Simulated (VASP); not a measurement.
**TaN: single point with r2SCAN**

Crystal: TaN.

```
CELL_PARAMETERS angstrom
2.95746 0.00000 0.00000
-1.47873 2.56123 0.00000
0.00000 0.00000 2.90209
ATOMIC_POSITIONS crystal
Ta 0.33333 0.66667 0.50000
N 0.00000 0.00000 0.00000
```

```json
{
 "Program": "VASP 6.6.1",
 "Task": "single point",
 "Functional": "r2SCAN",
 "Potentials or basis": "VASP PAW PBE potentials, release 64 (Ta_pv, N)",
 "Cutoff": "520 eV",
 "k mesh": "11 × 11 × 10",
 "Occupations": "fermi-dirac, width 0.1 eV",
 "Spin": "no spin polarisation",
 "Dipole correction": "no",
 "Further INCAR settings": "ALGO = Normal; EDIFF = 1e-06; NBANDS = 15"
}
```

```
Pressure               : -5.6 GPa
Band gap on the k mesh : zero (band 8 reaches 8.40 eV, above the bottom of band 9 at 7.93 eV)
```

Levels at points of the mesh, in eV from the Fermi level:
| k point | band 5 | band 6 | band 7 | band 8 | band 9 | band 10 | band 11 | band 12 |
| --- | --- | --- | --- | --- | --- | --- | --- | --- |
| (0.00, 0.00, 0.00) | -4.76 | -4.76 | -4.33 | -3.14 | 2.31 | 3.64 | 3.64 | 4.09 |
| (0.00, 0.00, 0.50) | -9.62 | -3.92 | -3.92 | -0.10 | -0.10 | 2.30 | 3.53 | 3.53 |

It took 120 s on 1 thread of AMD EPYC 7R43 64-Core Processor (Zen 3), on a shared host, peak memory 0.13 GiB.

Caveat: the PAW data sets were made with another functional, which shifts forces and pressure a little; spin-orbit coupling is left out, which moves the levels of the heavy elements.
